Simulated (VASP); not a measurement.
# Al2O3 (Corundum) (R-3c) in VASP: single point with PBE

Aim: the single point of Al2O3 (Corundum) with PBE.

All numbers are computed with VASP 6.6.1; they aren't measurements. Logs are shortened: lines on timing, memory, paths and dates and some standing lists are left out, and cuts for length are marked.

## 1. The cell of the first run

Symmetry: R-3c, No. 167, trigonal system. Conventional cell: a = 4.760 Å, b = 4.760 Å, c = 13.256 Å, α = 90.00°, β = 90.00°, γ = 120.00°. Al (site symmetry 3) has 6 O at 1.86 to 1.99 Å within 2.5 Å. O (site symmetry 2) has 4 Al at 1.86 to 1.99 Å within 2.5 Å.

## 2. Single point, PBE (z stretched by +2 %, then relaxed in part)

File INCAR:

```
PREC = Accurate ; ENCUT = 520
EDIFF = 1E-6 ; ISMEAR = -1
SIGMA = 0.02 ; LREAL = F
LASPH = T ; NELM = 80
ALGO = Normal ; ISIF = 2
LWAVE = F ; LCHARG = T
GGA = PE ; LELF = T
LVHAR = T ; NBANDS = 35
```

File KPOINTS:

```
Automatic mesh
0
Gamma
  8 8 8
```

File POSCAR:

```
Al2O3
1.0
    2.3802500000      1.3742379782      4.4185040000
   -2.3802500000      1.3742379782      4.4185040000
    0.0000000000     -2.7484759565      4.4185040000
Al O
4 6
Direct
    0.3515582435      0.3515582435      0.3515582435
    0.1484417565      0.1484417565      0.1484417565
    0.6484417565      0.6484417565      0.6484417565
    0.8515582435      0.8515582435      0.8515582435
    0.5569945129      0.9430054871      0.2500000000
    0.2500000000      0.5569945129      0.9430054871
    0.9430054871      0.2500000000      0.5569945129
    0.4430054871      0.0569945129      0.7500000000
    0.7500000000      0.4430054871      0.0569945129
    0.0569945129      0.7500000000      0.4430054871
```

Potentials or basis: VASP PAW PBE potentials, release 64 (Al, O).

Started as:

```console
$ cat potpaw_PBE.64/Al/POTCAR potpaw_PBE.64/O/POTCAR > POTCAR
$ mpirun -np 1 vasp_std > vasp.out
```

OUTCAR:

```text
PREC = Accurate
   ENCUT = 520
   EDIFF = 1E-6
   ISMEAR = -1
   LREAL = F
   LASPH = T
   NELM = 80
   ISIF = 2
   GGA = PE

 ion  position               nearest neighbor table
   1  0.352  0.352  0.352-   9 1.86  10 1.86   8 1.86   7 1.99   5 1.99   6 1.99   2 2.69   3 2.79
                             3 2.79   3 2.79   2 3.25   2 3.25   2 3.25
   2  0.148  0.148  0.148-  10 1.86   9 1.86   8 1.86   6 1.99   5 1.99   7 1.99   1 2.69   4 2.79
                             4 2.79   4 2.79   1 3.25   1 3.25   1 3.25
   3  0.648  0.648  0.648-   6 1.86   7 1.86   5 1.86  10 1.99   8 1.99   9 1.99   4 2.69   1 2.79
                             1 2.79   1 2.79   4 3.25   4 3.25   4 3.25
   4  0.852  0.852  0.852-   7 1.86   6 1.86   5 1.86   9 1.99   8 1.99  10 1.99   3 2.69   2 2.79
                             2 2.79   2 2.79   3 3.25   3 3.25   3 3.25
   5  0.557  0.943  0.250-   3 1.86   4 1.86   1 1.99   2 1.99
   6  0.250  0.557  0.943-   3 1.86   4 1.86   2 1.99   1 1.99
   7  0.943  0.250  0.557-   4 1.86   3 1.86   1 1.99   2 1.99
   8  0.443  0.057  0.750-   1 1.86   2 1.86   3 1.99   4 1.99
   9  0.750  0.443  0.057-   1 1.86   2 1.86   4 1.99   3 1.99
  10  0.057  0.750  0.443-   2 1.86   1 1.86   3 1.99   4 1.99

  LATTYP: Found a trigonal (rhomboedric) cell.
 ALAT       =     5.2035850797
 COS(alpha) =     0.5815247054

  Lattice vectors:

 A1 = (   2.3802500000,   1.3742379782,   4.4185040000)
 A2 = (  -2.3802500000,   1.3742379782,   4.4185040000)
 A3 = (   0.0000000000,  -2.7484759565,   4.4185040000)

Analysis of symmetry for initial positions (statically):
=====================================================================
 Subroutine PRICEL returns:
 Original cell was already a primitive cell.

 Routine SETGRP: Setting up the symmetry group for a
 trigonal (rhombohedral) supercell.

 Subroutine GETGRP returns: Found 12 space group operations
 (whereof  6 operations were pure point group operations)
 out of a pool of 12 trial point group operations.

The static configuration has the point symmetry S_6 .
 The point group associated with its full space group is D_3d.

Analysis of symmetry for dynamics (positions and initial velocities):
=====================================================================
 Subroutine PRICEL returns:
 Original cell was already a primitive cell.

[... 123 lines left out ...]
   NELM   =     80;   NELMIN=  2; NELMDL= -5     # of ELM steps
   EDIFF  = 0.1E-05   stopping-criterion for ELM
   LREAL  =      F    real-space projection
   EDIFFG = 0.1E-04   stopping-criterion for IOM
   NSW    =      0    number of steps for IOM
   IBRION =     -1    ionic relax: 0-MD 1-quasi-New 2-CG
   NFREE  =      0    steps in history (QN), initial steepest desc. (CG)
   ISIF   =      2    stress and relaxation
   ISYM   =      2    0-nonsym 1-usesym 2-fastsym
   POTIM  = 0.5000    time-step for ionic-motion
   TEBEG  =    0.0;   TEEND  =   0.0 temperature during run
   PSTRESS=    0.0 pullay stress
   NELECT =      48.0000    total number of electrons
   NUPDOWN=      -1.0000    fix difference up-down
   EMIN   =  10.00;   EMAX   =-10.00  energy-range for DOS
   EFERMI =   0.00;   METHOD = LEGACY
   ISMEAR =    -1;   SIGMA  =   0.02  broadening in eV -4-tet -1-fermi 0-gaus
   EFERMI_NEDOS =   21; number of points for ismear=-14 and -15
   IALGO  =     38    algorithm
   IMIX   =      4    mixing-type and parameters
     AMIX     =   0.40;   BMIX     =  1.00
     AMIX_MAG =   1.60;   BMIX_MAG =  1.00
  volume/ion in A,a.u.               =       8.67        58.52
  Fermi-wavevector in a.u.,A,eV,Ry     =   1.344162  2.540098 24.582613  1.806771
  Thomas-Fermi vector in A             =   2.472178
   LORBIT       =      0    0 simple, 1 ext, 2 COOP (PROOUT), +10 PAW based schemes
   GGA     = PE    functional components
   LHFCALC =     F    Hartree Fock is set to
   AEXX    =    0.0000 exact exchange contribution
   IVDW    =     0    specifies the selected vdW correction
   LEPSILON=     F    determine dielectric tensor
   LRPA    =     F    only Hartree local field effects (RPA)
 non-spin polarized calculation
  energy-cutoff  :      520.00
  volume of cell :       86.72
 maximum number of plane-waves:      2354
   NGX = 19   NGY = 19   NGZ = 19

 number of electron      48.0000007 magnetization

 Free energy of the ion-electron system (eV)
  ---------------------------------------------------
  ext. energy  EPLUGINS =         0.00000000
  ---------------------------------------------------
  free energy    TOTEN  =       -74.77690796 eV

  energy without entropy =      -74.77690796  energy(sigma->0) =      -74.77690796

 E-fermi :   6.4034     XC(G=0): -11.5854

 val. band max:        5.9336980528   @ k =   0.0000   0.0000   0.0000
 cond. band min:      11.9017948186   @ k =   0.0000   0.0000   0.0000
 fundamental gap:      5.9680967657
 Fermi energy:         6.4034284341

 k-point     1 :       0.0000    0.0000    0.0000
  band No.  band energies     occupation
      1     -13.1867      2.00000
      2     -11.0079      2.00000
      3     -10.6361      2.00000
      4     -10.6361      2.00000
      5     -10.3424      2.00000
      6     -10.3424      2.00000
[... 901 lines left out ...]
     34      19.0170      0.00000
     35      19.6466      0.00000

 [... further k-points ...]
[... 5 lines left out ...]
  --------------------------------------------------------------------------------------
  -------------------------------------------------------------------------------------
  Total        2.6918628      2.6918628     -1.4442798      0.0000000      0.0000000      0.0000000
  in kB       49.7338961     49.7338961    -26.6839970      0.0000000      0.0000000      0.0000000
  external PRESSURE =      24.2612650 kB  Pullay stress =       0.0000000 kB

 VOLUME and BASIS-vectors are now :
 -----------------------------------------------------------------------------
  energy-cutoff  :      520.00
  volume of cell :       86.72
      direct lattice vectors                 reciprocal lattice vectors
     2.380250000  1.374237978  4.418504000     0.210061968  0.121279334  0.075440315
    -2.380250000  1.374237978  4.418504000    -0.210061968  0.121279334  0.075440315
     0.000000000 -2.748475957  4.418504000     0.000000000 -0.242558668  0.075440315

 POSITION                                       TOTAL-FORCE (eV/Angst)
 -----------------------------------------------------------------------------------
      0.00000     -0.00000      4.66008         0.000000      0.000000     -0.016268
      0.00000     -0.00000      1.96767         0.000000     -0.000000      0.016268
      0.00000     -0.00000      8.59543         0.000000     -0.000000      0.016268
      0.00000     -0.00000     11.28784         0.000000      0.000000     -0.016268
     -0.91880      1.37424      7.73238        -0.018220      0.000000      0.000000
     -0.73072     -1.48283      7.73238         0.009110     -0.015779      0.000000
      1.64953      0.10859      7.73238         0.009110      0.015779      0.000000
      0.91880     -1.37424      5.52313         0.018220      0.000000      0.000000
      0.73072      1.48283      5.52313        -0.009110      0.015779      0.000000
     -1.64953     -0.10859      5.52313        -0.009110     -0.015779      0.000000
 -----------------------------------------------------------------------------------
    total drift:                               -0.000000      0.000000      0.000000

  FREE ENERGIE OF THE ION-ELECTRON SYSTEM (eV)
  ---------------------------------------------------
  free  energy   TOTEN  =       -74.7769079611 eV

  energy  without entropy=      -74.7769079611  energy(sigma->0) =      -74.77690796
```

It took 2.4 min on 1 thread of Intel Xeon Platinum 8488C (Sapphire Rapids), shared host; peak memory 0.31 GiB.

Results:

```yaml
Free_energy: -74.7769 eV
Pressure: 2.4 GPa
Largest_force: 0.018 eV/Å
Band_gap_on_the_k_mesh: 5.97 eV, direct
```

Forces on the atoms (eV/Å):
```
Al   0.000  0.000 -0.016
Al   0.000  0.000  0.016
Al   0.000  0.000  0.016
Al   0.000  0.000 -0.016
O   -0.018  0.000  0.000
O    0.009 -0.016  0.000
O    0.009  0.016  0.000
O    0.018  0.000  0.000
O   -0.009  0.016  0.000
O   -0.009 -0.016  0.000
```

Levels at points of the mesh, in eV from the valence-band top:
```
           k point  band 22  band 23  band 24  band 25  band 26  band 27
(0.00, 0.00, 0.00)    -0.14     0.00     0.00     5.97     9.12    10.42
(0.50, 0.00, 0.00)    -0.90    -0.31    -0.31     9.19     9.19     9.41
(0.50, 0.50, 0.00)    -0.88    -0.80    -0.29     9.36     9.70     9.74
(0.50, 0.50, 0.50)    -0.32    -0.32    -0.32     8.52     8.52    10.88
```

Caveat: the cell differs from its parent crystal (z stretched by +2 %, then relaxed in part). A k mesh can miss the band edges.
